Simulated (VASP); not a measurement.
# AlN (zincblende type) (F-43m) in VASP: notebook, part 2 of 2

VASP 6.6.1.

**3. Single point, PBEsol (volume scaled by 0.88)**

INCAR

```
PREC = Accurate
ENCUT = 520
EDIFF = 1E-6
ISMEAR = -1
SIGMA = 0.08
LREAL = F
LASPH = T
NELM = 80
ALGO = Normal
ISIF = 2
LWAVE = F
LCHARG = F
GGA = PS
NBANDS = 11
```

KPOINTS

```
Automatic mesh
0
Gamma
  15 15 15
```

POSCAR

```
AlN
1.0
    0.0000000000      2.0974880834      2.0974880834
    2.0974880834      0.0000000000      2.0974880834
    2.0974880834      2.0974880834      0.0000000000
Al N
1 1
Direct
    0.0000000000      0.0000000000      0.0000000000
    0.2500000000      0.2500000000      0.2500000000
```

Potentials or basis: VASP PAW PBE potentials, release 64 (Al, N).

The run is started by

```bash
$ cat potpaw_PBE.64/Al/POTCAR potpaw_PBE.64/N/POTCAR > POTCAR
$ mpirun -np 1 vasp_std > vasp.out
```

OUTCAR:

```text
PREC = Accurate
   ENCUT = 520
   EDIFF = 1E-6
   ISMEAR = -1
   LREAL = F
   LASPH = T
   NELM = 80
   ISIF = 2
   GGA = PS

 ion  position               nearest neighbor table
   1  0.000  0.000  0.000-   2 1.82   2 1.82   2 1.82   2 1.82
   2  0.250  0.250  0.250-   1 1.82   1 1.82   1 1.82   1 1.82

  LATTYP: Found a face centered cubic cell.
 ALAT       =     4.1949761668

  Lattice vectors:

 A1 = (   0.0000000000,   2.0974880834,   2.0974880834)
 A2 = (   2.0974880834,   0.0000000000,   2.0974880834)
 A3 = (   2.0974880834,   2.0974880834,   0.0000000000)

Analysis of symmetry for initial positions (statically):
[... 5 lines left out ...]
 face centered cubic supercell.

 Subroutine GETGRP returns: Found 24 space group operations
 (whereof 24 operations were pure point group operations)
 out of a pool of 48 trial point group operations.

The static configuration has the point symmetry T_d .

Analysis of symmetry for dynamics (positions and initial velocities):
[... 5 lines left out ...]
 face centered cubic supercell.

 Subroutine GETGRP returns: Found 24 space group operations
 (whereof 24 operations were pure point group operations)
 out of a pool of 48 trial point group operations.

The dynamic configuration has the point symmetry T_d .

 Subroutine INISYM returns: Found 24 space group operations
 (whereof 24 operations are pure point group operations),
 and found     1 'primitive' translations

----------------------------------------------------------------------------------------

                                     Primitive cell

  volume of cell :      18.4556

  direct lattice vectors                    reciprocal lattice vectors
[... 100 lines left out ...]
   EMIN   =  10.00;   EMAX   =-10.00  energy-range for DOS
   EFERMI =   0.00;   METHOD = LEGACY
   ISMEAR =    -1;   SIGMA  =   0.08  broadening in eV -4-tet -1-fermi 0-gaus
   EFERMI_NEDOS =   21; number of points for ismear=-14 and -15
   IALGO  =     38    algorithm
   IMIX   =      4    mixing-type and parameters
     AMIX     =   0.40;   BMIX     =  1.00
     AMIX_MAG =   1.60;   BMIX_MAG =  1.00
  volume/ion in A,a.u.               =       9.23        62.27
  Fermi-wavevector in a.u.,A,eV,Ry     =   1.238973  2.341320 20.885693  1.535055
  Thomas-Fermi vector in A             =   2.373476
   LORBIT       =      0    0 simple, 1 ext, 2 COOP (PROOUT), +10 PAW based schemes
   GGA     = PS    functional components
   LHFCALC =     F    Hartree Fock is set to
   AEXX    =    0.0000 exact exchange contribution
   IVDW    =     0    specifies the selected vdW correction
   LEPSILON=     F    determine dielectric tensor
   LRPA    =     F    only Hartree local field effects (RPA)
 non-spin polarized calculation
  energy-cutoff  :      520.00
  volume of cell :       18.46
 maximum number of plane-waves:       531
 NGX is ok and might be reduce to    24
   NGX = 11   NGY = 11   NGZ = 11

 number of electron       8.0000001 magnetization

 Free energy of the ion-electron system (eV)
  ---------------------------------------------------
  ext. energy  EPLUGINS =         0.00000000
  ---------------------------------------------------
  free energy    TOTEN  =       -15.37578116 eV

  energy without entropy =      -15.37578116  energy(sigma->0) =      -15.37578116

 E-fermi :   8.8491     XC(G=0): -11.6713

 val. band max:        7.0839541637   @ k =  -0.0667   0.0667   0.0000
 cond. band min:      10.3897668533   @ k =   0.4667   0.4667   0.0000
 fundamental gap:      3.3058126896
 Fermi energy:         8.8490653256

 k-point     1 :       0.0000    0.0000    0.0000
  band No.  band energies     occupation
      1      -8.6171      2.00000
      2       7.0815      2.00000
      3       7.0815      2.00000
      4       7.0815      2.00000
      5      12.3276      0.00000
      6      20.7877      0.00000
      7      20.7877      0.00000
      8      20.7877      0.00000
      9      25.6582      0.00000
     10      25.6582      0.00000
     11      27.2725      0.00000
[... 309 lines left out ...]
 k-point    24 :       0.2000    0.1333    0.0000
  band No.  band energies     occupation
      1      -7.9548      2.00000
      2       5.0750      2.00000
      3       6.5340      2.00000
      4       6.5968      2.00000
      5      13.9898      0.00000
      6      19.3857      0.00000
      7      20.0763      0.00000
      8      21.4826      0.00000
      9      21.8606      0.00000
     10      26.1833      0.00000
     11      28.1854      0.00000

 [... further k-points ...]
[... 5 lines left out ...]
  --------------------------------------------------------------------------------------
  -------------------------------------------------------------------------------------
  Total        3.8102714      3.8102714      3.8102714      0.0000000      0.0000000      0.0000000
  in kB      330.7790498    330.7790498    330.7790498      0.0000000      0.0000000      0.0000000
  external PRESSURE =     330.7790498 kB  Pullay stress =       0.0000000 kB

 VOLUME and BASIS-vectors are now :
 -----------------------------------------------------------------------------
  energy-cutoff  :      520.00
  volume of cell :       18.46
      direct lattice vectors                 reciprocal lattice vectors
     0.000000000  2.097488083  2.097488083    -0.238380377  0.238380377  0.238380377
     2.097488083  0.000000000  2.097488083     0.238380377 -0.238380377  0.238380377
     2.097488083  2.097488083  0.000000000     0.238380377  0.238380377 -0.238380377

 POSITION                                       TOTAL-FORCE (eV/Angst)
 -----------------------------------------------------------------------------------
      0.00000      0.00000      0.00000        -0.000000     -0.000000     -0.000000
      1.04874      1.04874      1.04874         0.000000      0.000000      0.000000
 -----------------------------------------------------------------------------------
    total drift:                                0.000000      0.000000      0.000000

  FREE ENERGIE OF THE ION-ELECTRON SYSTEM (eV)
  ---------------------------------------------------
  free  energy   TOTEN  =       -15.3757811562 eV

  energy  without entropy=      -15.3757811562  energy(sigma->0) =      -15.37578116
```

It took 18 s on 1 thread of Intel Xeon Platinum 8488C (Sapphire Rapids), shared host; peak memory 0.14 GiB.

What came out:

```yaml
Free_energy: -15.3758 eV
Pressure: 33.1 GPa
Band_gap_on_the_k_mesh: 3.31 eV, indirect (least direct gap 5.20 eV)
```

Levels at points of the mesh, in eV from the valence-band top:
```tsv
k point	band 1	band 2	band 3	band 4	band 5	band 6	band 7	band 8	band 9
(0.00, 0.00, 0.00)	-15.70	0.00	0.00	0.00	5.24	13.70	13.70	13.70	18.57
```

Caveat: the cell differs from its parent crystal (volume scaled by 0.88); the PAW data sets were made with another functional, which shifts forces and pressure a little. A k mesh can miss the band edges.

**4. Single point, PBEsol (volume scaled by 0.94)**

INCAR

```
ALGO     = Normal         # electronic algorithm
EDIFF    = 1E-7           # SCF threshold, eV
ENCUT    = 520            # plane-wave cutoff, eV
GGA      = PS             # functional
ISIF     = 2              # what is computed and relaxed
ISMEAR   = -1             # smearing method
LASPH    = T              # aspherical terms in the spheres
LCHARG   = F              # write CHGCAR
LREAL    = F              # projectors in reciprocal space
LWAVE    = F              # write WAVECAR
NBANDS   = 11             # bands
NELM     = 60             # most SCF steps
PREC     = Accurate       # precision mode
SIGMA    = 0.08           # smearing width, eV
```

KPOINTS

```
k-points
0
Gamma
  15 15 15
```

POSCAR

```
AlN
1.0
    0.0000000000      2.1441141154      2.1441141154
    2.1441141154      0.0000000000      2.1441141154
    2.1441141154      2.1441141154      0.0000000000
Al N
1 1
Direct
    0.0000000000      0.0000000000      0.0000000000
    0.2500000000      0.2500000000      0.2500000000
```

The run is started by

```bash
$ cat potpaw_PBE.64/Al/POTCAR potpaw_PBE.64/N/POTCAR > POTCAR
$ mpirun -np 1 vasp_std > vasp.out
```

Wall time 18 s (1 thread of Intel Xeon Platinum 8488C (Sapphire Rapids), shared host); peak memory 0.15 GiB.

It converged, with:

```
Free energy            : -15.5581 eV
Pressure               : 14.1 GPa
Band gap on the k mesh : 3.28 eV, indirect (least direct gap 4.63 eV)
```

Levels at points of the mesh, in eV from the valence-band top:
```
           k point  band 1  band 2  band 3  band 4  band 5  band 6  band 7  band 8  band 9
(0.00, 0.00, 0.00)  -15.29    0.00    0.00    0.00    4.63   13.02   13.02   13.02   18.03
```

Caveat: the cell differs from its parent crystal (volume scaled by 0.94); the PAW data sets were made with another functional, which shifts forces and pressure a little. A k mesh can miss the band edges.

**5. Single point, PBEsol**

This run uses another cell than the first one, of 10.49 Å³/atom, 1.250 times its volume.

INCAR

```
PREC = Accurate
ENCUT = 520
EDIFF = 1E-7
ISMEAR = -1
SIGMA = 0.08
LREAL = F
LASPH = T
NELM = 80
ALGO = Normal
ISIF = 2
LWAVE = F
LCHARG = F
GGA = PS
NBANDS = 11
```

KPOINTS

```
regular mesh
0
Gamma
  15 15 15
```

POSCAR

```
AlN
1.0
    0.0000000000      2.1887959581      2.1887959581
    2.1887959581      0.0000000000      2.1887959581
    2.1887959581      2.1887959581      0.0000000000
Al N
1 1
Direct
    0.0000000000      0.0000000000      0.0000000000
    0.2500000000      0.2500000000      0.2500000000
```

Potentials or basis: VASP PAW PBE potentials, release 64 (Al, N).

The run is started by

```bash
$ cat potpaw_PBE.64/Al/POTCAR potpaw_PBE.64/N/POTCAR > POTCAR
$ mpirun -np 1 vasp_std > vasp.out
```

OUTCAR:

```text
PREC = Accurate
   ENCUT = 520
   EDIFF = 1E-7
   ISMEAR = -1
   LREAL = F
   LASPH = T
   NELM = 80
   ISIF = 2
   GGA = PS

 ion  position               nearest neighbor table
   1  0.000  0.000  0.000-   2 1.90   2 1.90   2 1.90   2 1.90
   2  0.250  0.250  0.250-   1 1.90   1 1.90   1 1.90   1 1.90

  LATTYP: Found a face centered cubic cell.
 ALAT       =     4.3775919162

  Lattice vectors:

 A1 = (   0.0000000000,   2.1887959581,   2.1887959581)
 A2 = (   2.1887959581,   0.0000000000,   2.1887959581)
 A3 = (   2.1887959581,   2.1887959581,   0.0000000000)

Analysis of symmetry for initial positions (statically):
[... 5 lines left out ...]
 face centered cubic supercell.

 Subroutine GETGRP returns: Found 24 space group operations
 (whereof 24 operations were pure point group operations)
 out of a pool of 48 trial point group operations.

The static configuration has the point symmetry T_d .

Analysis of symmetry for dynamics (positions and initial velocities):
[... 5 lines left out ...]
 face centered cubic supercell.

 Subroutine GETGRP returns: Found 24 space group operations
 (whereof 24 operations were pure point group operations)
 out of a pool of 48 trial point group operations.

The dynamic configuration has the point symmetry T_d .

 Subroutine INISYM returns: Found 24 space group operations
 (whereof 24 operations are pure point group operations),
 and found     1 'primitive' translations

----------------------------------------------------------------------------------------

                                     Primitive cell

  volume of cell :      20.9723

[... 99 lines left out ...]
   NELECT =       8.0000    total number of electrons
   NUPDOWN=      -1.0000    fix difference up-down
   EMIN   =  10.00;   EMAX   =-10.00  energy-range for DOS
   EFERMI =   0.00;   METHOD = LEGACY
   ISMEAR =    -1;   SIGMA  =   0.08  broadening in eV -4-tet -1-fermi 0-gaus
   EFERMI_NEDOS =   21; number of points for ismear=-14 and -15
   IALGO  =     38    algorithm
   IMIX   =      4    mixing-type and parameters
     AMIX     =   0.40;   BMIX     =  1.00
     AMIX_MAG =   1.60;   BMIX_MAG =  1.00
  volume/ion in A,a.u.               =      10.49        70.76
  Fermi-wavevector in a.u.,A,eV,Ry     =   1.187288  2.243650 19.179503  1.409654
  Thomas-Fermi vector in A             =   2.323443
   LORBIT       =      0    0 simple, 1 ext, 2 COOP (PROOUT), +10 PAW based schemes
   GGA     = PS    functional components
   LHFCALC =     F    Hartree Fock is set to
   AEXX    =    0.0000 exact exchange contribution
   IVDW    =     0    specifies the selected vdW correction
   LEPSILON=     F    determine dielectric tensor
   LRPA    =     F    only Hartree local field effects (RPA)
 non-spin polarized calculation
  energy-cutoff  :      520.00
  volume of cell :       20.97
 maximum number of plane-waves:       576
   NGX = 11   NGY = 11   NGZ = 11

 number of electron       8.0000000 magnetization

 Free energy of the ion-electron system (eV)
  ---------------------------------------------------
  ext. energy  EPLUGINS =         0.00000000
  ---------------------------------------------------
  free energy    TOTEN  =       -15.61138180 eV

  energy without entropy =      -15.61138180  energy(sigma->0) =      -15.61138180

 E-fermi :   7.5458     XC(G=0): -11.1004

 val. band max:        5.8161711087   @ k =   0.0000   0.0000   0.0000
 cond. band min:       9.0666225079   @ k =   0.4667   0.4667   0.0000
 fundamental gap:      3.2504513993
 Fermi energy:         7.5457501411

 k-point     1 :       0.0000    0.0000    0.0000
  band No.  band energies     occupation
      1      -9.1037      2.00000
      2       5.8162      2.00000
      3       5.8162      2.00000
      4       5.8162      2.00000
      5       9.8910      0.00000
      6      18.2204      0.00000
      7      18.2204      0.00000
      8      18.2204      0.00000
      9      23.3511      0.00000
     10      23.3511      0.00000
     11      24.6907      0.00000
[... 309 lines left out ...]
 k-point    24 :       0.2000    0.1333    0.0000
  band No.  band energies     occupation
      1      -8.5335      2.00000
      2       3.8532      2.00000
      3       5.3065      2.00000
      4       5.3570      2.00000
      5      11.6945      0.00000
      6      16.8476      0.00000
      7      17.9656      0.00000
      8      18.8665      0.00000
      9      19.3266      0.00000
     10      23.7940      0.00000
     11      25.5273      0.00000

 [... further k-points ...]
[... 5 lines left out ...]
  --------------------------------------------------------------------------------------
  -------------------------------------------------------------------------------------
  Total       -0.0024898     -0.0024898     -0.0024898      0.0000000     -0.0000000      0.0000000
  in kB       -0.1902049     -0.1902049     -0.1902049      0.0000000     -0.0000000      0.0000000
  external PRESSURE =      -0.1902049 kB  Pullay stress =       0.0000000 kB

 VOLUME and BASIS-vectors are now :
 -----------------------------------------------------------------------------
  energy-cutoff  :      520.00
  volume of cell :       20.97
      direct lattice vectors                 reciprocal lattice vectors
     0.000000000  2.188795958  2.188795958    -0.228436094  0.228436094  0.228436094
     2.188795958  0.000000000  2.188795958     0.228436094 -0.228436094  0.228436094
     2.188795958  2.188795958  0.000000000     0.228436094  0.228436094 -0.228436094

 POSITION                                       TOTAL-FORCE (eV/Angst)
 -----------------------------------------------------------------------------------
      0.00000      0.00000      0.00000         0.000000      0.000000      0.000000
      1.09440      1.09440      1.09440        -0.000000     -0.000000     -0.000000
 -----------------------------------------------------------------------------------
    total drift:                                0.000000      0.000000      0.000000

  FREE ENERGIE OF THE ION-ELECTRON SYSTEM (eV)
  ---------------------------------------------------
  free  energy   TOTEN  =       -15.6113818017 eV

  energy  without entropy=      -15.6113818016  energy(sigma->0) =      -15.61138180
```

OSZICAR:

```text
N       E                     dE             d eps       ncg     rms          rms(c)
DAV:   1     0.992816327184E+01    0.99282E+01   -0.37551E+03  2723   0.597E+02
DAV:   2    -0.169227650601E+02   -0.26851E+02   -0.25427E+02  3118   0.135E+02
DAV:   3    -0.178263440252E+02   -0.90358E+00   -0.90204E+00  3229   0.233E+01
DAV:   4    -0.178309789408E+02   -0.46349E-02   -0.46347E-02  2988   0.185E+00
DAV:   5    -0.178310321997E+02   -0.53259E-04   -0.53258E-04  3206   0.193E-01    0.826E+00
DAV:   6    -0.156523926692E+02    0.21786E+01   -0.10823E+01  3106   0.163E+01    0.284E+00
DAV:   7    -0.156297640308E+02    0.22629E-01   -0.14862E-01  2907   0.301E+00    0.201E+00
DAV:   8    -0.156126073518E+02    0.17157E-01   -0.27548E-02  2946   0.154E+00    0.556E-01
DAV:   9    -0.156113677892E+02    0.12396E-02   -0.35179E-03  3192   0.363E-01    0.230E-01
DAV:  10    -0.156113796164E+02   -0.11827E-04   -0.26961E-04  2928   0.110E-01    0.136E-02
DAV:  11    -0.156113818909E+02   -0.22744E-05   -0.21601E-06  3213   0.126E-02    0.148E-02
DAV:  12    -0.156113818017E+02    0.89196E-07   -0.25191E-07  2943   0.404E-03
   1 F= -.15611382E+02 E0= -.15611382E+02  d E =-.889045E-10
```

stdout:

```text
POSCAR found type information on POSCAR AlN
 POSCAR found :  2 types and       2 ions
 scaLAPACK will be used
 -----------------------------------------------------------------------------
|                                                                             |
|                                                                             |
|     You enforced a specific xc type in the INCAR file but a different       |
|     I HOPE YOU KNOW WHAT YOU ARE DOING!                                     |
|                                                                             |
 -----------------------------------------------------------------------------

 LDA part: xc-table for (Slater+PW92), standard interpolation
 POSCAR, INCAR and KPOINTS ok, starting setup
 FFT: planning ... GRIDC
 FFT: planning ... GRID_SOFT
 FFT: planning ... GRID
 WAVECAR not read
 entering main loop
```

It took 20 s on 1 thread of Intel Xeon Platinum 8488C (Sapphire Rapids), shared host; peak memory 0.15 GiB.

What came out:

- Free energy: -15.6114 eV
- Pressure: 0.0 GPa
- Band gap on the k mesh: 3.25 eV, indirect (least direct gap 4.07 eV)

Caveat: the PAW data sets were made with another functional, which shifts forces and pressure a little. A k mesh can miss the band edges.

**6. The runs side by side**

| cell | gap on the mesh (eV) | pressure (GPa) |
| --- | --- | --- |
| a = 2.874 Å, angles 60.0°, 2 atoms | 3.33 | 69.4 |
| a = 2.966 Å, angles 60.0°, 2 atoms | 3.31 | 33.1 |
| a = 3.032 Å, angles 60.0°, 2 atoms | 3.28 | 14.1 |
| a = 3.095 Å, angles 60.0°, 2 atoms | 3.25 | 0.0 |

Alike in all rows: task single point; level PBEsol; potentials or basis VASP PAW PBE potentials, release 64 (Al, N); no spin polarisation; k mesh 15 × 15 × 15; cutoff (eV) 520; smearing fermi-dirac 0.08 eV.

Caveats: the PAW data sets were made with another functional, which shifts forces and pressure a little.

Total energies depend on the potentials used, so only differences within one code and one set of settings carry meaning.
